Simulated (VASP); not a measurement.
Set up this calculation in VASP 6.6.1, as the native input.

| Item | Value |
| --- | --- |
| Task | single point |
| Functional | PBE |
| Potentials or basis | VASP PAW PBE potentials, release 64 (Sb) |
| Cutoff | 520 eV |
| k mesh | 9 × 9 × 9 |
| Occupations | fermi-dirac, width 0.05 eV |
| Spin | no spin polarisation |
| Dipole correction | no |
| Further INCAR settings | ALGO = Normal; EDIFF = 1e-06; NBANDS = 12 |

The structure of Sb lies in POSCAR:

```
Sb
1.0
    2.1789009502      1.2579890502      3.7932688079
   -2.1789009502      1.2579890502      3.7932688079
    0.0000000000     -2.5159781002      3.7932688079
Sb
2
Direct
    0.2336400000      0.2336400000      0.2336400000
    0.7663600000      0.7663600000      0.7663600000
```

This cell differs from its parent crystal: volume scaled by 1.04.

The input as run:

INCAR

```
  PREC = Accurate
  ENCUT = 520
  EDIFF = 1E-6
  ISMEAR = -1
  SIGMA = 0.05
  LREAL = F
  LASPH = T
  NELM = 100
  ALGO = Normal
  ISIF = 2
  LWAVE = F
  LCHARG = F
  GGA = PE
  NBANDS = 12
```

KPOINTS

```
regular mesh
0
Gamma
  9 9 9
```

Potentials or basis: VASP PAW PBE potentials, release 64 (Sb).

Run with:

```console
$ cat potpaw_PBE.64/Sb/POTCAR > POTCAR
$ mpirun -np 1 vasp_std > vasp.out
```

Results of the run:

```json
{
  "Pressure": "0.9 GPa",
  "Largest force": "0.039 eV/Å",
  "Band gap on the k mesh": "0.14 eV, indirect (least direct gap 0.49 eV)"
}
```

Caveat: spin-orbit coupling is left out, which moves the levels of the heavy elements.

Wall time 28 s on 1 thread of AMD EPYC 9R45 96-Core Processor (Zen 5), with other jobs on the host, peak memory 0.19 GiB.
